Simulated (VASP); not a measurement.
# CoO in VASP: further runs

Aim: see how the results for CoO move with the level of theory and the settings. Levels: PBE, LDA. Tasks: single point, relaxation of cell and atoms.

Program: VASP 6.6.1. These are calculated values, not measurements. Logs are shortened: lines on timing, memory, paths and dates and some standing lists are left out, and cuts for length are marked.

## 1. The cell of the first run

The typed cell holds 2 atoms: a = 3.003 Å, b = 3.003 Å, c = 3.003 Å, α = 119.95°, β = 119.95°, γ = 90.08°.

## 2. Single point, PBE, collinear spin, ferromagnetic start

File INCAR:

```
ALGO     = Normal         # electronic algorithm
EDIFF    = 1E-6           # SCF threshold, eV
ENCUT    = 520            # plane-wave cutoff, eV
GGA      = PE             # functional
ISIF     = 2              # what is computed and relaxed
ISMEAR   = -1             # smearing method
ISPIN    = 2              # spin polarisation
LASPH    = T              # aspherical terms in the spheres
LCHARG   = F              # write CHGCAR
LMAXMIX  = 4              # l up to which the mixer works
LORBIT   = 11             # projections on sites
LREAL    = F              # projectors in reciprocal space
LWAVE    = F              # write WAVECAR
MAGMOM   = 2 0            # initial moments
NBANDS   = 18             # bands
NELM     = 150            # most SCF steps
PREC     = Accurate       # precision mode
SIGMA    = 0.05           # smearing width, eV
```

File KPOINTS:

```
k-points
0
Gamma
  12 12 12
```

File POSCAR:

```
CoO
1.0
   -1.5027212182      1.5027212182      2.1221495669
    1.5027212182     -1.5027212182      2.1221495669
    1.5027212182      1.5027212182     -2.1221495669
Co O
1 1
Direct
    0.0000000000      0.0000000000      0.0000000000
    0.5000000000      0.5000000000      0.0000000000
```

Potentials or basis: VASP PAW PBE potentials, release 64 (Co, O).

The run is started by

```sh
cat potpaw_PBE.64/Co/POTCAR potpaw_PBE.64/O/POTCAR > POTCAR
mpirun -np 1 vasp_std > vasp.out
```

OUTCAR:

```text
EDIFF = 1E-6
   ENCUT = 520
   GGA = PE
   ISIF = 2
   ISMEAR = -1
   ISPIN = 2
   LASPH = T
   LORBIT = 11
   LREAL = F
   NELM = 150
   PREC = Accurate

 ion  position               nearest neighbor table
   1  0.000  0.000  0.000-   2 2.12   2 2.12   2 2.13   2 2.13   2 2.13   2 2.13
   2  0.500  0.500  0.000-   1 2.12   1 2.12   1 2.13   1 2.13   1 2.13   1 2.13

  LATTYP: Found a body centered tetragonal cell.
 ALAT       =     3.0054424364
 C/A-ratio  =     1.4122044337

  Lattice vectors:

 A1 = (  -1.5027212182,   1.5027212182,   2.1221495669)
 A2 = (   1.5027212182,  -1.5027212182,   2.1221495669)
 A3 = (   1.5027212182,   1.5027212182,  -2.1221495669)

Analysis of symmetry for initial positions (statically):
=====================================================================
 Subroutine PRICEL returns:
 Original cell was already a primitive cell.

 Routine SETGRP: Setting up the symmetry group for a
 body centered tetragonal supercell.

 Subroutine GETGRP returns: Found 16 space group operations
 (whereof 16 operations were pure point group operations)
 out of a pool of 16 trial point group operations.

The static configuration has the point symmetry D_4h.

Analysis of symmetry for dynamics (positions and initial velocities):
=====================================================================
 Subroutine PRICEL returns:
 Original cell was already a primitive cell.

 Routine SETGRP: Setting up the symmetry group for a
 body centered tetragonal supercell.

 Subroutine GETGRP returns: Found 16 space group operations
 (whereof 16 operations were pure point group operations)
 out of a pool of 16 trial point group operations.

The dynamic configuration has the point symmetry D_4h.

Analysis of structural, dynamic, and magnetic symmetry:
=====================================================================
 Subroutine PRICEL returns:
 Original cell was already a primitive cell.

 Routine SETGRP: Setting up the symmetry group for a
 body centered tetragonal supercell.

 Subroutine GETGRP returns: Found 16 space group operations
 (whereof 16 operations were pure point group operations)
 out of a pool of 16 trial point group operations.

The overall configuration has the point symmetry D_4h.

 Subroutine INISYM returns: Found 16 space group operations
 (whereof 16 operations are pure point group operations),
 and found     1 'primitive' translations

----------------------------------------------------------------------------------------

                                     Primitive cell

  volume of cell :      19.1687

  direct lattice vectors                    reciprocal lattice vectors
    -1.502721218  1.502721218  2.122149567     0.000000000  0.332729713  0.235610160
     1.502721218 -1.502721218  2.122149567     0.332729713  0.000000000  0.235610160
     1.502721218  1.502721218 -2.122149567     0.332729713  0.332729713  0.000000000

  length of vectors
     3.003308326  3.003308326  3.003308326     0.407702354  0.407702354  0.470550873

  position of ions in fractional coordinates (direct lattice)
     0.000000000  0.000000000  0.000000000
     0.500000000  0.500000000  0.000000000

  ion indices of the primitive-cell ions
   primitive index   ion index
                 1           1
                 2           2

----------------------------------------------------------------------------------------

 KPOINTS: k-points

Automatic generation of k-mesh.
 Grid dimensions read from file:
 generate k-points for:   12   12   12

 Generating k-lattice:

  Cartesian coordinates                     Fractional coordinates (reciprocal lattice)
     0.000000000  0.027727476  0.019634180     0.083333333  0.000000000  0.000000000
     0.027727476  0.000000000  0.019634180     0.000000000  0.083333333  0.000000000
     0.027727476  0.027727476  0.000000000     0.000000000  0.000000000  0.083333333

  Length of vectors
     0.033975196  0.033975196  0.039212573

  Shift w.r.t. Gamma in fractional coordinates (k-lattice)
     0.000000000  0.000000000  0.000000000

 Subroutine IBZKPT returns following result:
 ===========================================

 Found    163 irreducible k-points:

 Following reciprocal coordinates:
            Coordinates               Weight
  0.000000  0.000000  0.000000      1.000000
  0.083333  0.000000 -0.000000      8.000000
  0.166667 -0.000000  0.000000      8.000000
  0.250000 -0.000000  0.000000      8.000000
  0.333333  0.000000 -0.000000      8.000000
  0.416667  0.000000  0.000000      8.000000
[... 16 lines left out ...]
  0.500000  0.166667  0.000000     16.000000
 -0.416667  0.166667  0.000000     16.000000
 [... further k-points ...]
   k-points           NKPTS =    163   k-points in BZ     NKDIM =    163   number of bands    NBANDS=     18
   number of dos      NEDOS =    301   number of ions     NIONS =      2
   total plane-waves  NPLWV =  13824
   dimension x,y,z NGX =    24 NGY =   24 NGZ =   24
   dimension x,y,z NGXF=    48 NGYF=   48 NGZF=   48
   ions per type =               1   1
   NGX,Y,Z   is equivalent  to a cutoff of  13.29, 13.29, 13.29 a.u.
   NGXF,Y,Z  is equivalent  to a cutoff of  26.57, 26.57, 26.57 a.u.
 SYSTEM =  unknown system
   PREC   = accura    normal or accurate (medium, high low for compatibility)
   ISTART =      0    job   : 0-new  1-cont  2-samecut
   ICHARG =      2    charge: 1-file 2-atom 10-const
   ISPIN  =      2    spin polarized calculation?
   LNONCOLLINEAR =      F non collinear calculations
   LSORBIT =      F    spin-orbit coupling
   LASPH  =      T    aspherical Exc in radial PAW
   ENCUT  =  520.0 eV  38.22 Ry    6.18 a.u.   5.58  5.58  5.58*2*pi/ulx,y,z
   NELM   =    150;   NELMIN=  2; NELMDL= -5     # of ELM steps
   EDIFF  = 0.1E-05   stopping-criterion for ELM
   LREAL  =      F    real-space projection
   EDIFFG = 0.1E-04   stopping-criterion for IOM
   NSW    =      0    number of steps for IOM
   IBRION =     -1    ionic relax: 0-MD 1-quasi-New 2-CG
   NFREE  =      0    steps in history (QN), initial steepest desc. (CG)
   ISIF   =      2    stress and relaxation
   ISYM   =      2    0-nonsym 1-usesym 2-fastsym
   POTIM  = 0.5000    time-step for ionic-motion
   TEBEG  =    0.0;   TEEND  =   0.0 temperature during run
   PSTRESS=    0.0 pullay stress
   NELECT =      15.0000    total number of electrons
   NUPDOWN=      -1.0000    fix difference up-down
   EMIN   =  10.00;   EMAX   =-10.00  energy-range for DOS
   EFERMI =   0.00;   METHOD = LEGACY
   ISMEAR =    -1;   SIGMA  =   0.05  broadening in eV -4-tet -1-fermi 0-gaus
   EFERMI_NEDOS =   21; number of points for ismear=-14 and -15
   IALGO  =     38    algorithm
   IMIX   =      4    mixing-type and parameters
     AMIX     =   0.40;   BMIX     =  1.00
     AMIX_MAG =   1.60;   BMIX_MAG =  1.00
  volume/ion in A,a.u.               =       9.58        64.68
  Fermi-wavevector in a.u.,A,eV,Ry     =   1.508601  2.850842 30.965175  2.275876
  Thomas-Fermi vector in A             =   2.619033
   LORBIT       =     11    0 simple, 1 ext, 2 COOP (PROOUT), +10 PAW based schemes
   GGA     = PE    functional components
   LHFCALC =     F    Hartree Fock is set to
   AEXX    =    0.0000 exact exchange contribution
   IVDW    =     0    specifies the selected vdW correction
   LEPSILON=     F    determine dielectric tensor
   LRPA    =     F    only Hartree local field effects (RPA)
 spin polarized calculation
  energy-cutoff  :      520.00
  volume of cell :       19.17
 maximum number of plane-waves:       533
 NGX is ok and might be reduce to    24
   NGX = 11   NGY = 11   NGZ = 11

 number of electron      15.0000006 magnetization       2.8866774

 Free energy of the ion-electron system (eV)
  ---------------------------------------------------
  ext. energy  EPLUGINS =         0.00000000
  ---------------------------------------------------
  free energy    TOTEN  =       -13.06352172 eV

  energy without entropy =      -13.02834982  energy(sigma->0) =      -13.04593577

 E-fermi :   8.0160     XC(G=0): -12.4547

 val. band max:        8.0157085007   @ k =   0.2500   0.0833   0.0833
 cond. band min:       8.0174998934   @ k =  -0.1667  -0.3333   0.0833
 fundamental gap:      0.0017913927
 Fermi energy:         8.0160148342

 spin component 1

 k-point     1 :       0.0000    0.0000    0.0000
  band No.  band energies     occupation
      1     -12.2415      1.00000
      2       4.7599      1.00000
      3       4.7604      1.00000
      4       4.8698      1.00000
      5       4.8742      1.00000
      6       4.8742      1.00000
[... 10 lines left out ...]
     17      29.6633      0.00000
     18      33.0352      0.00000

 k-point     2 :       0.0833    0.0000   -0.0000
  band No.  band energies     occupation
      1     -12.1687      1.00000
      2       4.0539      1.00000
      3       4.0566      1.00000
      4       4.0969      1.00000
      5       4.9727      1.00000
      6       4.9812      1.00000
[... 10 lines left out ...]
     17      30.5798      0.00000
     18      34.1813      0.00000

 k-point     3 :       0.1667   -0.0000    0.0000
  band No.  band energies     occupation
      1     -11.9632      1.00000
      2       2.9463      1.00000
      3       3.3612      1.00000
      4       3.3647      1.00000
      5       5.1045      1.00000
      6       5.1124      1.00000
[... 412 lines left out ...]
 k-point    23 :       0.5000    0.1667    0.0000
  band No.  band energies     occupation
      1     -10.9887      1.00000
      2       0.3591      1.00000
      3       1.9412      1.00000
      4       2.2411      1.00000
      5       5.4071      1.00000
      6       5.7323      1.00000
[... 10 lines left out ...]
     17      35.0312      0.00000
     18      36.6450      0.00000

 k-point    24 :      -0.4167    0.1667    0.0000
  band No.  band energies     occupation
      1     -11.1637      1.00000
      2       0.6856      1.00000
      3       2.1890      1.00000
      4       2.5582      1.00000
      5       5.1850      1.00000
      6       5.6570      1.00000
[... 10 lines left out ...]
     17      35.4214      0.00000
     18      36.9651      0.00000

 [... further k-points ...]

 spin component 2

 k-point     1 :       0.0000    0.0000    0.0000
  band No.  band energies     occupation
      1     -11.7476      1.00000
      2       5.4194      1.00000
      3       5.4263      1.00000
      4       5.4264      1.00000
      5       6.9025      1.00000
      6       6.9026      1.00000
[... 10 lines left out ...]
     17      30.6208      0.00000
     18      33.8498      0.00000

 k-point     2 :       0.0833    0.0000   -0.0000
  band No.  band energies     occupation
      1     -11.6729      1.00000
      2       4.8041      1.00000
      3       5.1650      1.00000
      4       5.1694      1.00000
      5       6.9946      1.00000
      6       6.9964      1.00000
[... 10 lines left out ...]
     17      31.4002      0.00000
     18      35.0394      0.00000

 k-point     3 :       0.1667   -0.0000    0.0000
  band No.  band energies     occupation
      1     -11.4619      1.00000
      2       3.6124      1.00000
      3       4.6430      1.00000
      4       4.6474      1.00000
      5       7.1863      1.00000
      6       7.1863      1.00000
[... 412 lines left out ...]
 k-point    23 :       0.5000    0.1667    0.0000
  band No.  band energies     occupation
      1     -10.4468      1.00000
      2       0.9097      1.00000
      3       3.0566      1.00000
      4       3.5105      1.00000
      5       7.4968      0.99997
      6       7.9518      0.78321
[... 10 lines left out ...]
     17      35.3852      0.00000
     18      37.1823      0.00000

 k-point    24 :      -0.4167    0.1667    0.0000
  band No.  band energies     occupation
      1     -10.6292      1.00000
      2       1.2947      1.00000
      3       3.3121      1.00000
      4       3.7554      1.00000
      5       7.1606      1.00000
      6       7.9585      0.75956
[... 10 lines left out ...]
     17      35.8432      0.00000
     18      37.4312      0.00000

 [... further k-points ...]
[... 5 lines left out ...]
  --------------------------------------------------------------------------------------
  -------------------------------------------------------------------------------------
  Total       -0.0686959     -0.0686959     -0.0630888      0.0000000      0.0000000      0.0000000
  in kB       -5.7418079     -5.7418079     -5.2731451      0.0000000      0.0000000      0.0000000
  external PRESSURE =      -5.5855870 kB  Pullay stress =       0.0000000 kB

 VOLUME and BASIS-vectors are now :
 -----------------------------------------------------------------------------
  energy-cutoff  :      520.00
  volume of cell :       19.17
      direct lattice vectors                 reciprocal lattice vectors
    -1.502721218  1.502721218  2.122149567     0.000000000  0.332729713  0.235610160
     1.502721218 -1.502721218  2.122149567     0.332729713  0.000000000  0.235610160
     1.502721218  1.502721218 -2.122149567     0.332729713  0.332729713  0.000000000

 POSITION                                       TOTAL-FORCE (eV/Angst)
 -----------------------------------------------------------------------------------
      0.00000      0.00000      0.00000         0.000000     -0.000000      0.000000
      0.00000      0.00000      2.12215        -0.000000      0.000000      0.000000
 -----------------------------------------------------------------------------------
    total drift:                               -0.000000      0.000000     -0.000000

  FREE ENERGIE OF THE ION-ELECTRON SYSTEM (eV)
  ---------------------------------------------------
  free  energy   TOTEN  =       -13.0635217190 eV

  energy  without entropy=      -13.0283498217  energy(sigma->0) =      -13.04593577

 total charge

# of ion       s       p       d       tot
------------------------------------------
    1        0.296   0.361   7.150   7.807
    2        1.556   3.427   0.000   4.983
--------------------------------------------------
tot          1.852   3.788   7.150  12.790

 magnetization (x)

# of ion       s       p       d       tot
------------------------------------------
    1        0.021   0.018   2.505   2.544
    2        0.029   0.264   0.000   0.293
--------------------------------------------------
tot          0.049   0.282   2.505   2.837
```

Wall time 1.9 min (1 thread of Intel Xeon Platinum 8259CL at 2.50GHz (Skylake/Cascade Lake), shared host); peak memory 0.21 GiB.

Results:

```
Free energy                                           : -13.0635 eV
Pressure                                              : -0.6 GPa
Net moment                                            : 2.89 μB per cell
Site moments                                          : Co +2.54; O +0.29 μB
Valence electrons inside the program's atomic spheres : Co 7.81; O 4.98
```

Caveat: a cell with one magnetic atom can't hold antiferromagnetic order, which such compounds often take; semilocal functionals often make such compounds metallic where correlation or magnetic order opens a gap, which also shifts bond lengths. With open d or f shells a metallic result of PBE can be an artefact of self-interaction; +U or a hybrid may open a gap.

## 3. Relaxation of cell and atoms, PBE, collinear spin, ferromagnetic start

File INCAR:

```
PREC = Accurate
ENCUT = 600
EDIFF = 1E-6
ISMEAR = -1
SIGMA = 0.05
LREAL = F
LASPH = T
NELM = 150
ALGO = Normal
ISIF = 3
LWAVE = F
LCHARG = F
ISPIN = 2
MAGMOM = 2 0
LORBIT = 11
LMAXMIX = 4
GGA = PE
IBRION = 2
NSW = 60
EDIFFG = -0.01
```

File KPOINTS:

```
Automatic mesh
0
Gamma
  12 12 12
```

File POSCAR:

```
CoO
1.0
   -1.5080000000      1.5080000000      2.1072475377
    1.5080000000     -1.5080000000      2.1072475377
    1.5080000000      1.5080000000     -2.1072475377
Co O
1 1
Direct
    0.0000000000      0.0000000000      0.0000000000
    0.5000000000      0.5000000000      0.0000000000
```

Potentials or basis: VASP PAW PBE potentials, release 64 (Co, O).

The run is started by

```sh
cat potpaw_PBE.64/Co/POTCAR potpaw_PBE.64/O/POTCAR > POTCAR
mpirun -np 1 vasp_std > vasp.out
```

It took 2.5 min on 1 thread of Intel Xeon Platinum 8259CL at 2.50GHz (Skylake/Cascade Lake), shared host; peak memory 0.21 GiB.

The run converged. Its results:

```yaml
Free_energy: -13.0656 eV
Relaxed_volume: 9.54 Å³/atom
Relaxed_cell: a = 2.993 Å, b = 2.993 Å, c = 2.993 Å, α = 119.61°, β = 119.61°, γ = 90.67°
Space_group_after_relaxing_to_0.05_Å: I4/mmm (No. 139)
Energy_gained_by_relaxing: 0.1 meV/atom
Ionic_steps: 3
Pressure_after_relaxing: 0.0 GPa
Net_moment: 2.87 μB per cell
Site_moments: Co +2.53; O +0.29 μB
Valence_electrons_inside_the_program's_atomic_spheres: Co 7.82; O 4.98
```

Stress tensor (GPa, compression positive):
```
-0.08  0.00  0.00
 0.00 -0.08  0.00
 0.00  0.00  0.12
```

The path:
```csv
step,energy change (eV),largest force (eV/Å),pressure (GPa),volume (Å³)
1,0.0000,0.0000,-0.79,19.17
2,-0.0002,0.0000,0.37,19.04
3,-0.0002,0.0000,-0.02,19.07
```

Final structure:
```
CELL_PARAMETERS angstrom
-1.50538 1.50538 2.10419
1.50538 -1.50538 2.10419
1.50538 1.50538 -2.10419
ATOMIC_POSITIONS crystal
Co 0.00000 0.00000 0.00000
O 0.50000 0.50000 0.00000
```

Levels at points of the mesh, in eV from the Fermi level:
Spin up:
```
           k point  band 6  band 7  band 8  band 9  band 10  band 11  band 12
(0.00, 0.00, 0.00)   -3.16   -3.11   -3.11   -2.98     1.08    16.91    18.23
(0.50, 0.00, 0.00)   -2.31   -1.77    0.11    0.19     5.11     9.47    13.40
(0.50, 0.50, 0.00)   -2.91   -2.37   -2.05   -1.99     5.97     9.86    11.80
(0.50, 0.50, 0.50)   -2.88   -2.37   -2.06   -2.06     5.97    10.01    11.67
```
Spin down:
```tsv
k point	band 3	band 4	band 5	band 6	band 7	band 8	band 9	band 10
(0.00, 0.00, 0.00)	-2.61	-2.61	-1.14	-1.14	-1.10	0.03	0.07	1.61
(0.50, 0.00, 0.00)	-4.73	-4.69	-0.15	-0.11	0.18	2.71	2.75	5.39
(0.50, 0.50, 0.00)	-3.93	-3.83	-2.26	0.10	0.14	0.51	1.02	6.81
(0.50, 0.50, 0.50)	-3.91	-3.91	-2.28	0.13	0.13	0.57	0.99	6.81
```

Caveat: a cell with one magnetic atom can't hold antiferromagnetic order, which such compounds often take; semilocal functionals often make such compounds metallic where correlation or magnetic order opens a gap, which also shifts bond lengths. With open d or f shells a metallic result of PBE can be an artefact of self-interaction; +U or a hybrid may open a gap.

[end of part 1 of 2]
